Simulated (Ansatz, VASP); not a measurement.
**One calculation of BN, two programs**

```
B N
1.0
     0.00000    1.80442    1.80442
     1.80442    0.00000    1.80442
     1.80442    1.80442    0.00000
B N
1 1
Direct
  0.00000 0.00000 0.00000
  0.25000 0.25000 0.25000
```

Change from the starting cell: strained cell.

Alike in both runs: task relaxation of the atoms; functional LDA; k mesh 12 × 12 × 12; occupations gaussian, width 0.02 eV; no spin polarisation.

|  | VASP | Ansatz |
| --- | --- | --- |
| version | VASP 6.6.1 | Ansatz 0.2.0 |
| potentials or method | VASP PAW LDA potentials, release 64 (B, N), cutoff 520 eV | scalar-relativistic, plane waves, PAW |
| valence electrons in the cell | 8 | 8 |

```tsv
	VASP	Ansatz	Ansatz less VASP
gap on the k mesh at the Fermi level, each at its own relaxed structure (eV)	4.35	4.36	+0.012
```

Ansatz warns that its potentials were made for another functional, while VASP's fit it. LDA's correlation is that of Perdew and Zunger in VASP and of Perdew and Wang (1992) in Ansatz. Ansatz's warnings: stress scf threshold loose.

Noted on VASP's run: the relaxation stopped at its first step, so nothing moved.
